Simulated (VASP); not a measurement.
**Si4Mo: relaxation of cell and atoms with PBE**

The system is Si4Mo.

```
Si Mo
1.0
    -2.33465    2.89048    3.08748
     2.33465   -2.89048    3.08748
     2.33465    2.89048   -3.08748
Si Mo
4 1
Direct
  0.01671 0.31214 0.70457
  0.98329 0.68786 0.29543
  0.39242 0.68786 0.70457
  0.60758 0.31214 0.29543
  0.00000 0.00000 0.00000
```

The cell was built from a structure type or drawn by symmetry, and may not be a known phase.

```yaml
Program: VASP 6.6.1
Task: relaxation of cell and atoms
Functional: PBE
Potentials_or_basis: VASP PAW PBE potentials, release 64 (Si, Mo_sv)
Cutoff: 600 eV
k_mesh: 8 × 8 × 8
Occupations: gaussian, width 0.1 eV
Spin: no spin polarisation
Dipole_correction: no
Further_INCAR_settings: ALGO = Normal; EDIFF = 1e-06; IBRION = 2; EDIFFG = -0.01; NSW = 100; ISIF = 3
```

The relaxed volume is 16.69 Å³/atom and the relaxed cell is a = 4.833 Å, b = 4.833 Å, c = 4.833 Å, α = 122.21°, β = 106.53°, γ = 100.51°. The space group after relaxing (to 0.1 Å) is Immm (No. 71), the energy gained by relaxing is 0.0 meV/atom and the ionic steps are 3. The pressure after relaxing is 0.0 GPa, the largest force after relaxing is 0.009 eV/Å and the band gap on the k mesh is zero (bands 15 and 16 overlap by 1.44 eV).

Forces in eV/Å, atoms in the order of the input:
```
Si   0.000  0.000  0.009
Si   0.000  0.000 -0.009
Si   0.000  0.000 -0.009
Si   0.000  0.000  0.009
Mo   0.000  0.000  0.000
```

Stress tensor (GPa, compression positive):
```
-0.01  0.00  0.00
 0.00 -0.09  0.00
 0.00  0.00  0.01
```

Final structure:
```yaml
crystal:
  lattice:
    - [-2.33531, 2.89060, 3.08987]
    - [2.33531, -2.89060, 3.08987]
    - [2.33531, 2.89060, -3.08987]
  atoms:
    - { symbol: Si, position: [0.01671, 0.31217, 0.70455] }
    - { symbol: Si, position: [0.98329, 0.68783, 0.29545] }
    - { symbol: Si, position: [0.39238, 0.68783, 0.70455] }
    - { symbol: Si, position: [0.60762, 0.31217, 0.29545] }
    - { symbol: Mo, position: [0.00000, 0.00000, 0.00000] }
```

Levels at points of the mesh, in eV from the Fermi level:
| k point | band 11 | band 12 | band 13 | band 14 | band 15 | band 16 | band 17 | band 18 | band 19 |
| --- | --- | --- | --- | --- | --- | --- | --- | --- | --- |
| (0.00, 0.00, 0.00) | -4.41 | -1.47 | -1.44 | -0.79 | -0.44 | -0.23 | 1.95 | 2.65 | 2.74 |
| (0.50, 0.00, 0.00) | -3.25 | -2.96 | -1.53 | -0.85 | -0.58 | 0.32 | 1.38 | 1.91 | 2.64 |
| (0.00, 0.50, 0.00) | -3.15 | -2.79 | -2.27 | -1.73 | 0.66 | 0.86 | 2.85 | 2.95 | 3.29 |
| (0.50, 0.50, 0.00) | -2.86 | -2.03 | -1.98 | -1.76 | 0.57 | 0.67 | 2.92 | 3.20 | 3.52 |
| (0.50, 0.50, 0.50) | -2.84 | -1.72 | -1.69 | -1.13 | -0.02 | 0.24 | 0.77 | 1.11 | 3.01 |

Wall time 3.1 min on 1 thread of Intel(R) Xeon(R) 6975P-C (Granite Rapids) (shared host), peak memory 0.36 GiB.
